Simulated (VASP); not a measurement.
# BaTe (I4mm) in VASP: single point with r2SCAN

Aim: the single point of BaTe with r2SCAN.

All numbers are computed with VASP 6.6.1; they aren't measurements. Logs are shortened: lines on timing, memory, paths and dates and some standing lists are left out, and cuts for length are marked.

### Step 1. The cell of the first run

Symmetry: I4mm, No. 107, tetragonal system. The conventional cell has a = 4.822 Å, b = 4.822 Å, c = 6.820 Å, α = 90.00°, β = 90.00°, γ = 90.00°. Ba (site symmetry 4mm) has 6 Te at 3.21 to 3.61 Å within 4.2 Å. Te (site symmetry 4mm) has 6 Ba at 3.21 to 3.61 Å within 4.2 Å.

### Step 2. Single point, r2SCAN (atom 1 (Ba) moved by (-0.200, +0.000) A along x and y)

Contents of POSCAR:

```
BaTe
1.0
    0.0000000000      3.4100000000      3.4100000000
    3.4100000000      0.0000000000      3.4100000000
    3.4100000000      3.4100000000      0.0000000000
Ba Te
1 1
Direct
    0.0293255132     -0.0293255132     -0.0293255132
    0.5000000000      0.5000000000      0.5000000000
```

Contents of INCAR.step1:

```
PREC = Accurate
ENCUT = 520
ISMEAR = 0
SIGMA = 0.05
LREAL = F
LASPH = T
NELM = 100
NBANDS = 15
GGA = PE
ALGO = Normal
EDIFF = 1E-4
LWAVE = T
LCHARG = F
```

Contents of INCAR.step2:

```
PREC = Accurate
ENCUT = 520
EDIFF = 1E-7
ISMEAR = 0
SIGMA = 0.05
LREAL = F
LASPH = T
NELM = 100
ALGO = Normal
ISIF = 2
LWAVE = F
LCHARG = T
METAGGA = R2SCAN
LMIXTAU = T
LELF = T
LVHAR = T
NBANDS = 15
ISTART = 1
```

Contents of KPOINTS:

```
regular mesh
0
Gamma
  8 8 8
```

Potentials or basis: VASP PAW PBE potentials, release 64 (Ba_sv, Te).

Launch:

```console
> cat potpaw_PBE.64/Ba_sv/POTCAR potpaw_PBE.64/Te/POTCAR > POTCAR
> cp INCAR.step1 INCAR
> mpirun -np 1 vasp_std > vasp.out
> cp INCAR.step2 INCAR
> mpirun -np 1 vasp_std > vasp.out
```

OUTCAR:

```text
PREC = Accurate
   ENCUT = 520
   EDIFF = 1E-7
   ISMEAR = 0
   LREAL = F
   LASPH = T
   NELM = 100
   ISIF = 2
   METAGGA = R2SCAN
   ISTART = 1

 ion  position               nearest neighbor table
   1  0.029  0.971  0.971-   2 3.21   2 3.42   2 3.42   2 3.42   2 3.42   2 3.61
   2  0.500  0.500  0.500-   1 3.21   1 3.42   1 3.42   1 3.42   1 3.42   1 3.61

  LATTYP: Found a face centered cubic cell.
 ALAT       =     6.8200000000

  Lattice vectors:

 A1 = (   0.0000000000,   3.4100000000,   3.4100000000)
 A2 = (   3.4100000000,   0.0000000000,   3.4100000000)
 A3 = (   3.4100000000,   3.4100000000,   0.0000000000)

Analysis of symmetry for initial positions (statically):
=====================================================================
 Subroutine PRICEL returns:
 Original cell was already a primitive cell.

 Routine SETGRP: Setting up the symmetry group for a
 face centered cubic supercell.

 Subroutine GETGRP returns: Found  8 space group operations
 (whereof  8 operations were pure point group operations)
 out of a pool of 48 trial point group operations.

The static configuration has the point symmetry C_4v.

Analysis of symmetry for dynamics (positions and initial velocities):
=====================================================================
 Subroutine PRICEL returns:
 Original cell was already a primitive cell.

 Routine SETGRP: Setting up the symmetry group for a
 face centered cubic supercell.

 Subroutine GETGRP returns: Found  8 space group operations
 (whereof  8 operations were pure point group operations)
 out of a pool of 48 trial point group operations.

The dynamic configuration has the point symmetry C_4v.

 Subroutine INISYM returns: Found  8 space group operations
 (whereof  8 operations are pure point group operations),
 and found     1 'primitive' translations

----------------------------------------------------------------------------------------

                                     Primitive cell

  volume of cell :      79.3036

  direct lattice vectors                    reciprocal lattice vectors
     0.000000000  3.410000000  3.410000000    -0.146627566  0.146627566  0.146627566
     3.410000000  0.000000000  3.410000000     0.146627566 -0.146627566  0.146627566
     3.410000000  3.410000000  0.000000000     0.146627566  0.146627566 -0.146627566

  length of vectors
     4.822468248  4.822468248  4.822468248     0.253966394  0.253966394  0.253966394

  position of ions in fractional coordinates (direct lattice)
     0.029325513  0.970674487  0.970674487
     0.500000000  0.500000000  0.500000000

  ion indices of the primitive-cell ions
   primitive index   ion index
                 1           1
                 2           2

----------------------------------------------------------------------------------------

 KPOINTS: regular mesh

Automatic generation of k-mesh.
 Grid dimensions read from file:
 generate k-points for:    8    8    8

 Generating k-lattice:

  Cartesian coordinates                     Fractional coordinates (reciprocal lattice)
    -0.018328446  0.018328446  0.018328446     0.125000000  0.000000000  0.000000000
     0.018328446 -0.018328446  0.018328446     0.000000000  0.125000000  0.000000000
     0.018328446  0.018328446 -0.018328446     0.000000000  0.000000000  0.125000000

  Length of vectors
     0.031745799  0.031745799  0.031745799

  Shift w.r.t. Gamma in fractional coordinates (k-lattice)
     0.000000000  0.000000000  0.000000000

 Subroutine IBZKPT returns following result:
 ===========================================

 Found     59 irreducible k-points:

 Following reciprocal coordinates:
            Coordinates               Weight
  0.000000  0.000000  0.000000      1.000000
  0.125000  0.000000  0.000000      8.000000
  0.250000  0.000000  0.000000      8.000000
  0.375000  0.000000  0.000000      8.000000
  0.500000  0.000000  0.000000      4.000000
  0.125000  0.125000  0.000000      4.000000
[... 16 lines left out ...]
  0.000000  0.375000  0.250000      8.000000
  0.500000  0.250000  0.000000     16.000000
 [... further k-points ...]
   k-points           NKPTS =     59   k-points in BZ     NKDIM =     59   number of bands    NBANDS=     15
   number of dos      NEDOS =    301   number of ions     NIONS =      2
   total plane-waves  NPLWV =  46656
   dimension x,y,z NGX =    36 NGY =   36 NGZ =   36
   dimension x,y,z NGXF=    72 NGYF=   72 NGZF=   72
   ions per type =               1   1
   NGX,Y,Z   is equivalent  to a cutoff of  12.41, 12.41, 12.41 a.u.
   NGXF,Y,Z  is equivalent  to a cutoff of  24.82, 24.82, 24.82 a.u.
 SYSTEM =  unknown system
   PREC   = accura    normal or accurate (medium, high low for compatibility)
   ISTART =      1    job   : 0-new  1-cont  2-samecut
   ICHARG =      0    charge: 1-file 2-atom 10-const
   ISPIN  =      1    spin polarized calculation?
   LNONCOLLINEAR =      F non collinear calculations
   LSORBIT =      F    spin-orbit coupling
   LASPH  =      T    aspherical Exc in radial PAW
   ENCUT  =  520.0 eV  38.22 Ry    6.18 a.u.   8.97  8.97  8.97*2*pi/ulx,y,z
   NELM   =    100;   NELMIN=  2; NELMDL=  0     # of ELM steps
   EDIFF  = 0.1E-06   stopping-criterion for ELM
   LREAL  =      F    real-space projection
   EDIFFG = 0.1E-05   stopping-criterion for IOM
   NSW    =      0    number of steps for IOM
   IBRION =     -1    ionic relax: 0-MD 1-quasi-New 2-CG
   NFREE  =      0    steps in history (QN), initial steepest desc. (CG)
   ISIF   =      2    stress and relaxation
   ISYM   =      2    0-nonsym 1-usesym 2-fastsym
   POTIM  = 0.5000    time-step for ionic-motion
   TEBEG  =    0.0;   TEEND  =   0.0 temperature during run
   PSTRESS=    0.0 pullay stress
   NELECT =      16.0000    total number of electrons
   NUPDOWN=      -1.0000    fix difference up-down
   EMIN   =  10.00;   EMAX   =-10.00  energy-range for DOS
   EFERMI =   0.00;   METHOD = LEGACY
   ISMEAR =     0;   SIGMA  =   0.05  broadening in eV -4-tet -1-fermi 0-gaus
   EFERMI_NEDOS =   21; number of points for ismear=-14 and -15
   IALGO  =     38    algorithm
   IMIX   =      4    mixing-type and parameters
     AMIX     =   0.40;   BMIX     =  1.00
     AMIX_MAG =   1.60;   BMIX_MAG =  1.00
  volume/ion in A,a.u.               =      39.65       267.58
  Fermi-wavevector in a.u.,A,eV,Ry     =   0.960175  1.814468 12.543704  0.921936
  Thomas-Fermi vector in A             =   2.089436
   LORBIT       =      0    0 simple, 1 ext, 2 COOP (PROOUT), +10 PAW based schemes
   METAGGA = R2SCAN    functional components
   LHFCALC =     F    Hartree Fock is set to
   AEXX    =    0.0000 exact exchange contribution
   IVDW    =     0    specifies the selected vdW correction
   LEPSILON=     F    determine dielectric tensor
   LRPA    =     F    only Hartree local field effects (RPA)
 non-spin polarized calculation
 Gauss-broadening in eV      SIGMA  =   0.05
  energy-cutoff  :      520.00
  volume of cell :       79.30
 maximum number of plane-waves:      2150
   NGX = 17   NGY = 17   NGZ = 17

 number of electron      16.0000000 magnetization

 Free energy of the ion-electron system (eV)
  ---------------------------------------------------
  ext. energy  EPLUGINS =         0.00000000
  ---------------------------------------------------
  free energy    TOTEN  =       -55.83578490 eV

  energy without entropy =      -55.83578490  energy(sigma->0) =      -55.83578490

 E-fermi :   2.8073     XC(G=0):  -8.9605

 val. band max:        2.5261136776   @ k =   0.0000   0.0000   0.0000
 cond. band min:       4.2741500730   @ k =   0.0000   0.5000   0.5000
 fundamental gap:      1.7480363953
 Fermi energy:         2.8073075225

 k-point     1 :       0.0000    0.0000    0.0000
  band No.  band energies     occupation
      1     -25.0186      2.00000
      2      -9.8067      2.00000
      3      -9.7683      2.00000
      4      -9.7683      2.00000
      5      -7.4058      2.00000
      6       2.5113      2.00000
      7       2.5113      2.00000
      8       2.5261      2.00000
      9       5.8827      0.00000
     10       5.9586      0.00000
     11       5.9586      0.00000
     12       6.5084      0.00000
     13       6.6445      0.00000
     14       6.7824      0.00000
     15      10.0567      0.00000

 k-point     2 :       0.1250    0.0000    0.0000
  band No.  band energies     occupation
      1     -25.0154      2.00000
      2      -9.9103      2.00000
      3      -9.7842      2.00000
      4      -9.7703      2.00000
      5      -7.2362      2.00000
      6       1.9748      2.00000
      7       2.2651      2.00000
      8       2.3216      2.00000
      9       5.9157      0.00000
     10       6.1103      0.00000
     11       6.1139      0.00000
     12       7.1178      0.00000
     13       7.1994      0.00000
     14       7.3731      0.00000
     15      10.6185      0.00000

 k-point     3 :       0.2500    0.0000    0.0000
  band No.  band energies     occupation
      1     -25.0075      2.00000
      2     -10.1479      2.00000
      3      -9.7903      2.00000
      4      -9.7749      2.00000
      5      -6.8634      2.00000
      6       1.0964      2.00000
      7       1.7954      2.00000
      8       1.8355      2.00000
      9       6.1081      0.00000
     10       6.6572      0.00000
     11       6.6643      0.00000
     12       8.3736      0.00000
     13       8.4649      0.00000
     14       8.6361      0.00000
     15      11.7078      0.00000

 k-point     4 :       0.3750    0.0000    0.0000
  band No.  band energies     occupation
      1     -24.9996      2.00000
      2     -10.3469      2.00000
      3      -9.7948      2.00000
      4      -9.7795      2.00000
      5      -6.5168      2.00000
      6       0.4054      2.00000
      7       1.4265      2.00000
      8       1.4538      2.00000
      9       6.6415      0.00000
     10       7.5114      0.00000
     11       7.5124      0.00000
     12       8.7578      0.00000
     13       9.8753      0.00000
     14       9.9944      0.00000
     15      11.5305      0.00000
[... 307 lines left out ...]
 k-point    22 :       0.3750    0.2500    0.0000
  band No.  band energies     occupation
      1     -24.9977      2.00000
      2     -10.1414      2.00000
      3      -9.8712      2.00000
      4      -9.8429      2.00000
      5      -6.8830      2.00000
      6       0.8647      2.00000
      7       1.8419      2.00000
      8       2.0746      2.00000
      9       5.0295      0.00000
     10       7.5890      0.00000
     11       7.8485      0.00000
     12       8.4817      0.00000
     13       8.5894      0.00000
     14      10.5170      0.00000
     15      11.4768      0.00000

 k-point    23 :       0.0000    0.3750    0.2500
  band No.  band energies     occupation
      1     -24.9974      2.00000
      2     -10.1718      2.00000
      3      -9.8532      2.00000
      4      -9.8422      2.00000
      5      -6.8690      2.00000
      6       0.8790      2.00000
      7       1.9156      2.00000
      8       2.0344      2.00000
      9       4.9701      0.00000
     10       7.6283      0.00000
     11       7.8854      0.00000
     12       8.4619      0.00000
     13       8.5018      0.00000
     14      10.3936      0.00000
     15      11.7978      0.00000

 k-point    24 :       0.5000    0.2500    0.0000
  band No.  band energies     occupation
      1     -24.9929      2.00000
      2     -10.2211      2.00000
      3      -9.9006      2.00000
      4      -9.8440      2.00000
      5      -6.7533      2.00000
      6       0.8607      2.00000
      7       1.4533      2.00000
      8       1.7427      2.00000
      9       5.5973      0.00000
     10       8.2891      0.00000
     11       8.4755      0.00000
     12       8.8304      0.00000
     13       8.9749      0.00000
     14      10.0151      0.00000
     15      10.9136      0.00000

 [... further k-points ...]

------------------------ aborting loop because EDIFF is reached ----------------------------------------

  FORCE on cell =-STRESS in cart. coord.  units (eV):
  Direction    XX          YY          ZZ          XY          YZ          ZX
  --------------------------------------------------------------------------------------
  -------------------------------------------------------------------------------------
  Total        3.0710865      2.1098799      2.1098799      0.0000000      0.0000000      0.0000000
  in kB       62.0453874     42.6260593     42.6260593      0.0000000      0.0000000      0.0000000
  external PRESSURE =      49.0991687 kB  Pullay stress =       0.0000000 kB

 VOLUME and BASIS-vectors are now :
 -----------------------------------------------------------------------------
  energy-cutoff  :      520.00
  volume of cell :       79.30
      direct lattice vectors                 reciprocal lattice vectors
     0.000000000  3.410000000  3.410000000    -0.146627566  0.146627566  0.146627566
     3.410000000  0.000000000  3.410000000     0.146627566 -0.146627566  0.146627566
     3.410000000  3.410000000  0.000000000     0.146627566  0.146627566 -0.146627566

 POSITION                                       TOTAL-FORCE (eV/Angst)
 -----------------------------------------------------------------------------------
      6.62000      3.41000      3.41000         0.741297      0.000000      0.000000
      3.41000      3.41000      3.41000        -0.741297      0.000000      0.000000
 -----------------------------------------------------------------------------------
    total drift:                                0.000527      0.000000      0.000000

  FREE ENERGIE OF THE ION-ELECTRON SYSTEM (eV)
  ---------------------------------------------------
  free  energy   TOTEN  =       -55.8357849022 eV

  energy  without entropy=      -55.8357849022  energy(sigma->0) =      -55.83578490
```

Wall time 4.6 min (1 thread of Intel Xeon Platinum 8488C (Sapphire Rapids), shared host); peak memory 0.26 GiB.

Results:

| Quantity | Value |
| --- | --- |
| Free energy | -55.8358 eV |
| Pressure | 4.9 GPa |
| Largest force | 0.741 eV/Å |
| Band gap on the k mesh | 1.75 eV, indirect (least direct gap 2.07 eV) |

Forces on the atoms (eV/Å):
```
Ba   0.741  0.000  0.000
Te  -0.741  0.000  0.000
```

Stress tensor (GPa, compression positive):
```
6.20 0.00 0.00
0.00 4.26 0.00
0.00 0.00 4.26
```

Caveat: the cell differs from its parent crystal (atom 1 (Ba) moved by (-0.200, +0.000) A along x and y); the PAW data sets were made with another functional, which shifts forces and pressure a little; spin-orbit coupling is left out, which moves the levels of the heavy elements. A k mesh can miss the band edges.
